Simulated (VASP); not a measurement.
# Ge2P: single point with PBE

The system is Ge2P.

```xyz
3
Lattice="0.0000 3.1310 3.1310 3.1310 0.0000 3.1310 3.1310 3.1310 0.0000" Properties=species:S:1:pos:R:3 pbc="T T T"
Ge    1.5655    1.5655    1.5655
Ge    4.6964    4.6964    4.6964
P     0.0000    0.0000    0.0000
```

The cell was built from a structure type or drawn by symmetry, and may not be a known phase.

```yaml
Program: VASP 6.6.1
Task: single point
Functional: PBE
Potentials_or_basis: VASP PAW PBE potentials, release 64 (Ge_d, P)
Cutoff: 520 eV
k_mesh: 12 × 12 × 12
Occupations: gaussian, width 0.1 eV
Spin: no spin polarisation
Dipole_correction: no
Further_INCAR_settings: ALGO = Normal; EDIFF = 1e-06; NBANDS = 24
```

```
Pressure               : -0.1 GPa
Band gap on the k mesh : zero (an odd number of electrons rules out a gap without spin polarisation)
```

Levels at points of the mesh, in eV from the Fermi level:
```
           k point  band 14  band 15  band 16  band 17  band 18  band 19
(0.00, 0.00, 0.00)    -2.69    -2.69    -2.69    -1.67    -1.67    -1.67
(0.50, 0.00, 0.00)    -3.84    -3.84    -0.77    -0.77    -0.49     3.68
(0.50, 0.50, 0.00)    -5.33    -5.33    -2.14     2.26     3.87     3.87
```

Wall time 2.8 min on 1 thread of Intel Xeon 8259CL, on a shared host, peak memory 0.26 GiB.
